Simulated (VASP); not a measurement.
# Ca7Se (Fm-3m) in VASP: single point with PBE

Aim: the single point of Ca7Se with PBE.

Everything below comes from runs of VASP 6.6.1. Logs are shortened: lines on timing, memory, paths and dates and some standing lists are left out, and cuts for length are marked.

## (1) The cell of the first run

Symmetry: Fm-3m, No. 225, cubic system. Conventional cell: a = 10.604 Å, b = 10.604 Å, c = 10.604 Å, α = 90.00°, β = 90.00°, γ = 90.00°. Ca (site symmetry mmm) has 10 Ca at 3.75 Å and 2 Se at 3.75 Å within 4.9 Å. Ca (site symmetry m-3m) has 12 Ca at 3.75 Å within 4.9 Å. Within 4.9 Å of Se (site symmetry m-3m) lie 12 Ca at 3.75 Å.

The cell was built from a structure type or drawn by symmetry, and may not be a known phase.

## (2) Single point, PBE

Input file INCAR:

```
  PREC = Accurate
  ENCUT = 520
  EDIFF = 1E-7
  ISMEAR = 0
  SIGMA = 0.1
  LREAL = False
  LASPH = True
  NELM = 100
  ALGO = Fast
  ISIF = 2
  LWAVE = False
  LCHARG = False
  GGA = PE
  NBANDS = 48
```

Input file KPOINTS:

```
regular mesh
0
Gamma
  6 6 6
```

Input file POSCAR:

```
Ca7Se
1.0
    0.0000000000      5.3020500821      5.3020500821
    5.3020500821      0.0000000000      5.3020500821
    5.3020500821      5.3020500821      0.0000000000
Ca Se
7 1
Direct
    0.0000000000      0.0000000000      0.5000000000
    0.5000000000      0.0000000000      0.5000000000
    0.0000000000      0.5000000000      0.5000000000
    0.5000000000      0.5000000000      0.0000000000
    0.0000000000      0.5000000000      0.0000000000
    0.5000000000      0.0000000000      0.0000000000
    0.5000000000      0.5000000000      0.5000000000
    0.0000000000      0.0000000000      0.0000000000
```

Potentials or basis: VASP PAW PBE potentials, release 64 (Ca_sv, Se).

Launch:

```console
$ cat potpaw_PBE.64/Ca_sv/POTCAR potpaw_PBE.64/Se/POTCAR > POTCAR
$ mpirun -np 1 vasp_std > vasp.out
```

OUTCAR:

```text
PREC = Accurate
   ENCUT = 520
   EDIFF = 1E-7
   ISMEAR = 0
   LREAL = False
   LASPH = True
   NELM = 100
   ISIF = 2
   GGA = PE

 ion  position               nearest neighbor table
   1  0.000  0.000  0.500-
   2  0.500  0.000  0.500-
   3  0.000  0.500  0.500-
   4  0.500  0.500  0.000-
   5  0.000  0.500  0.000-
   6  0.500  0.000  0.000-
   7  0.500  0.500  0.500-
   8  0.000  0.000  0.000-

  LATTYP: Found a face centered cubic cell.
 ALAT       =    10.6041001642

  Lattice vectors:

 A1 = (   0.0000000000,   5.3020500821,   5.3020500821)
 A2 = (   5.3020500821,   0.0000000000,   5.3020500821)
 A3 = (   5.3020500821,   5.3020500821,   0.0000000000)

Analysis of symmetry for initial positions (statically):
=====================================================================
 Subroutine PRICEL returns:
 Original cell was already a primitive cell.

 Routine SETGRP: Setting up the symmetry group for a
 face centered cubic supercell.

 Subroutine GETGRP returns: Found 48 space group operations
 (whereof 48 operations were pure point group operations)
 out of a pool of 48 trial point group operations.

The static configuration has the point symmetry O_h .

Analysis of symmetry for dynamics (positions and initial velocities):
=====================================================================
 Subroutine PRICEL returns:
 Original cell was already a primitive cell.

 Routine SETGRP: Setting up the symmetry group for a
 face centered cubic supercell.

 Subroutine GETGRP returns: Found 48 space group operations
 (whereof 48 operations were pure point group operations)
 out of a pool of 48 trial point group operations.

The dynamic configuration has the point symmetry O_h .

 Subroutine INISYM returns: Found 48 space group operations
 (whereof 48 operations are pure point group operations),
 and found     1 'primitive' translations

----------------------------------------------------------------------------------------

                                     Primitive cell

  volume of cell :     298.0997

  direct lattice vectors                    reciprocal lattice vectors
     0.000000000  5.302050082  5.302050082    -0.094303145  0.094303145  0.094303145
     5.302050082  0.000000000  5.302050082     0.094303145 -0.094303145  0.094303145
     5.302050082  5.302050082  0.000000000     0.094303145  0.094303145 -0.094303145

  length of vectors
     7.498231134  7.498231134  7.498231134     0.163337839  0.163337839  0.163337839

  position of ions in fractional coordinates (direct lattice)
     0.000000000  0.000000000  0.500000000
     0.500000000  0.000000000  0.500000000
     0.000000000  0.500000000  0.500000000
     0.500000000  0.500000000  0.000000000
     0.000000000  0.500000000  0.000000000
     0.500000000  0.000000000  0.000000000
     0.500000000  0.500000000  0.500000000
     0.000000000  0.000000000  0.000000000

  ion indices of the primitive-cell ions
   primitive index   ion index
                 1           1
                 2           2
                 3           3
                 4           4
                 5           5
                 6           6
                 7           7
                 8           8

----------------------------------------------------------------------------------------

 KPOINTS: regular mesh

Automatic generation of k-mesh.
 Grid dimensions read from file:
 generate k-points for:    6    6    6

 Generating k-lattice:

  Cartesian coordinates                     Fractional coordinates (reciprocal lattice)
    -0.015717191  0.015717191  0.015717191     0.166666667  0.000000000  0.000000000
     0.015717191 -0.015717191  0.015717191     0.000000000  0.166666667  0.000000000
     0.015717191  0.015717191 -0.015717191     0.000000000  0.000000000  0.166666667

  Length of vectors
     0.027222973  0.027222973  0.027222973

  Shift w.r.t. Gamma in fractional coordinates (k-lattice)
     0.000000000  0.000000000  0.000000000

 Subroutine IBZKPT returns following result:
 ===========================================

 Found     16 irreducible k-points:

 Following reciprocal coordinates:
            Coordinates               Weight
  0.000000  0.000000  0.000000      1.000000
  0.166667  0.000000  0.000000      8.000000
  0.333333  0.000000  0.000000      8.000000
  0.500000  0.000000  0.000000      4.000000
  0.166667  0.166667  0.000000      6.000000
  0.333333  0.166667  0.000000     24.000000
[... 8 lines left out ...]
 -0.333333  0.333333  0.166667     24.000000
 -0.333333  0.500000  0.166667     12.000000
   k-points           NKPTS =     16   k-points in BZ     NKDIM =     16   number of bands    NBANDS=     48
   number of dos      NEDOS =    301   number of ions     NIONS =      8
   total plane-waves  NPLWV = 175616
   dimension x,y,z NGX =    56 NGY =   56 NGZ =   56
   dimension x,y,z NGXF=   112 NGYF=  112 NGZF=  112
   ions per type =               7   1
   NGX,Y,Z   is equivalent  to a cutoff of  12.42, 12.42, 12.42 a.u.
   NGXF,Y,Z  is equivalent  to a cutoff of  24.83, 24.83, 24.83 a.u.
 SYSTEM =  unknown system
   PREC   = accura    normal or accurate (medium, high low for compatibility)
   ISTART =      0    job   : 0-new  1-cont  2-samecut
   ICHARG =      2    charge: 1-file 2-atom 10-const
   ISPIN  =      1    spin polarized calculation?
   LNONCOLLINEAR =      F non collinear calculations
   LSORBIT =      F    spin-orbit coupling
   LASPH  =      T    aspherical Exc in radial PAW
   ENCUT  =  520.0 eV  38.22 Ry    6.18 a.u.  13.94 13.94 13.94*2*pi/ulx,y,z
   NELM   =    100;   NELMIN=  2; NELMDL= -5     # of ELM steps
   EDIFF  = 0.1E-06   stopping-criterion for ELM
   LREAL  =      F    real-space projection
   EDIFFG = 0.1E-05   stopping-criterion for IOM
   NSW    =      0    number of steps for IOM
   IBRION =     -1    ionic relax: 0-MD 1-quasi-New 2-CG
   NFREE  =      0    steps in history (QN), initial steepest desc. (CG)
   ISIF   =      2    stress and relaxation
   ISYM   =      2    0-nonsym 1-usesym 2-fastsym
   POTIM  = 0.5000    time-step for ionic-motion
   TEBEG  =    0.0;   TEEND  =   0.0 temperature during run
   PSTRESS=    0.0 pullay stress
   NELECT =      76.0000    total number of electrons
   NUPDOWN=      -1.0000    fix difference up-down
   EMIN   =  10.00;   EMAX   =-10.00  energy-range for DOS
   EFERMI =   0.00;   METHOD = LEGACY
   ISMEAR =     0;   SIGMA  =   0.10  broadening in eV -4-tet -1-fermi 0-gaus
   EFERMI_NEDOS =   21; number of points for ismear=-14 and -15
   IALGO  =     68    algorithm
   IMIX   =      4    mixing-type and parameters
     AMIX     =   0.40;   BMIX     =  1.00
     AMIX_MAG =   1.60;   BMIX_MAG =  1.00
  volume/ion in A,a.u.               =      37.26       251.46
  Fermi-wavevector in a.u.,A,eV,Ry     =   1.038067  1.961663 14.661418  1.077584
  Thomas-Fermi vector in A             =   2.172534
   LORBIT       =      0    0 simple, 1 ext, 2 COOP (PROOUT), +10 PAW based schemes
   GGA     = PE    functional components
   LHFCALC =     F    Hartree Fock is set to
   AEXX    =    0.0000 exact exchange contribution
   IVDW    =     0    specifies the selected vdW correction
   LEPSILON=     F    determine dielectric tensor
   LRPA    =     F    only Hartree local field effects (RPA)
 non-spin polarized calculation
 RMM-DIIS sequential band-by-band and
 Gauss-broadening in eV      SIGMA  =   0.10
  energy-cutoff  :      520.00
  volume of cell :      298.10
 maximum number of plane-waves:      8036
   NGX = 27   NGY = 27   NGZ = 27

 number of electron      76.0000015 magnetization

 Free energy of the ion-electron system (eV)
  ---------------------------------------------------
  ext. energy  EPLUGINS =         0.00000000
  ---------------------------------------------------
  free energy    TOTEN  =       -18.69428367 eV

  energy without entropy =      -18.66382230  energy(sigma->0) =      -18.67905299

 E-fermi :   2.4738     XC(G=0):  -8.0703

 val. band max:        2.4712007392   @ k =  -0.3333   0.1667   0.0000
 cond. band min:       2.4799896142   @ k =   0.3333   0.1667   0.0000
 fundamental gap:      0.0087888750
 Fermi energy:         2.4738462209

 k-point     1 :       0.0000    0.0000    0.0000
  band No.  band energies     occupation
      1     -39.5276      2.00000
      2     -39.5114      2.00000
      3     -39.5114      2.00000
      4     -39.5114      2.00000
      5     -39.5036      2.00000
      6     -39.5036      2.00000
[... 40 lines left out ...]
     47       3.4136      0.00000
     48       4.7267      0.00000

 k-point     2 :       0.1667    0.0000    0.0000
  band No.  band energies     occupation
      1     -39.5265      2.00000
      2     -39.5125      2.00000
      3     -39.5109      2.00000
      4     -39.5109      2.00000
      5     -39.5042      2.00000
      6     -39.5042      2.00000
[... 40 lines left out ...]
     47       3.5396      0.00000
     48       4.6368      0.00000

 k-point     3 :       0.3333    0.0000    0.0000
  band No.  band energies     occupation
      1     -39.5235      2.00000
      2     -39.5155      2.00000
      3     -39.5095      2.00000
      4     -39.5095      2.00000
      5     -39.5056      2.00000
      6     -39.5056      2.00000
[... 40 lines left out ...]
     47       3.7358      0.00000
     48       4.3278      0.00000

 k-point     4 :       0.5000    0.0000    0.0000
  band No.  band energies     occupation
      1     -39.5195      2.00000
      2     -39.5194      2.00000
      3     -39.5076      2.00000
      4     -39.5076      2.00000
      5     -39.5076      2.00000
      6     -39.5076      2.00000
[... 550 lines left out ...]
     47       3.9956      0.00000
     48       4.0129      0.00000

 k-point    15 :      -0.3333    0.3333    0.1667
  band No.  band energies     occupation
      1     -39.5179      2.00000
      2     -39.5179      2.00000
      3     -39.5107      2.00000
      4     -39.5106      2.00000
      5     -39.5061      2.00000
      6     -39.5061      2.00000
[... 40 lines left out ...]
     47       3.7190      0.00000
     48       3.9330      0.00000

 k-point    16 :      -0.3333    0.5000    0.1667
  band No.  band energies     occupation
      1     -39.5184      2.00000
      2     -39.5155      2.00000
      3     -39.5116      2.00000
      4     -39.5115      2.00000
      5     -39.5075      2.00000
      6     -39.5047      2.00000
[... 40 lines left out ...]
     47       3.9776      0.00000
     48       3.9922      0.00000

------------------------ aborting loop because EDIFF is reached ----------------------------------------

  FORCE on cell =-STRESS in cart. coord.  units (eV):
  Direction    XX          YY          ZZ          XY          YZ          ZX
  --------------------------------------------------------------------------------------
  -------------------------------------------------------------------------------------
  Total        0.1195066      0.1195066      0.1195066     -0.0000000     -0.0000000      0.0000000
  in kB        0.6423046      0.6423046      0.6423046     -0.0000000     -0.0000000      0.0000000
  external PRESSURE =       0.6423046 kB  Pullay stress =       0.0000000 kB

 VOLUME and BASIS-vectors are now :
 -----------------------------------------------------------------------------
  energy-cutoff  :      520.00
  volume of cell :      298.10
      direct lattice vectors                 reciprocal lattice vectors
     0.000000000  5.302050082  5.302050082    -0.094303145  0.094303145  0.094303145
     5.302050082  0.000000000  5.302050082     0.094303145 -0.094303145  0.094303145
     5.302050082  5.302050082  0.000000000     0.094303145  0.094303145 -0.094303145

 POSITION                                       TOTAL-FORCE (eV/Angst)
 -----------------------------------------------------------------------------------
      2.65103      2.65103      0.00000        -0.000000      0.000000     -0.000000
      2.65103      5.30205      2.65103         0.000000      0.000000      0.000000
      5.30205      2.65103      2.65103         0.000000      0.000000      0.000000
      2.65103      2.65103      5.30205         0.000000      0.000000      0.000000
      2.65103      0.00000      2.65103        -0.000000     -0.000000     -0.000000
      0.00000      2.65103      2.65103        -0.000000      0.000000     -0.000000
      5.30205      5.30205      5.30205         0.000000      0.000000      0.000000
      0.00000      0.00000      0.00000         0.000000      0.000000      0.000000
 -----------------------------------------------------------------------------------
    total drift:                                0.000000      0.000000      0.000000

  FREE ENERGIE OF THE ION-ELECTRON SYSTEM (eV)
  ---------------------------------------------------
  free  energy   TOTEN  =       -18.6942836724 eV

  energy  without entropy=      -18.6638222999  energy(sigma->0) =      -18.67905299
```

Wall time 17 min (1 thread of AMD EPYC 7R43 (Zen 3), shared host); peak memory 0.49 GiB.

What came out:

```yaml
Free_energy: -18.6943 eV
Pressure: 0.1 GPa
Band_gap_on_the_k_mesh: zero (bands 38 and 39 overlap by 0.56 eV)
```

Levels at points of the mesh, in eV from the Fermi level:
| k point | band 36 | band 37 | band 38 | band 39 | band 40 | band 41 |
| --- | --- | --- | --- | --- | --- | --- |
| (0.00, 0.00, 0.00) | -0.92 | -0.78 | -0.32 | -0.32 | -0.10 | 0.61 |
| (0.50, 0.00, 0.00) | -0.63 | -0.63 | -0.01 | -0.01 | 0.13 | 0.85 |
| (0.50, 0.50, 0.00) | -0.54 | -0.54 | 0.09 | 0.29 | 0.45 | 0.80 |

Caveat: semilocal functionals underestimate gaps, so a narrow gap can read as zero.
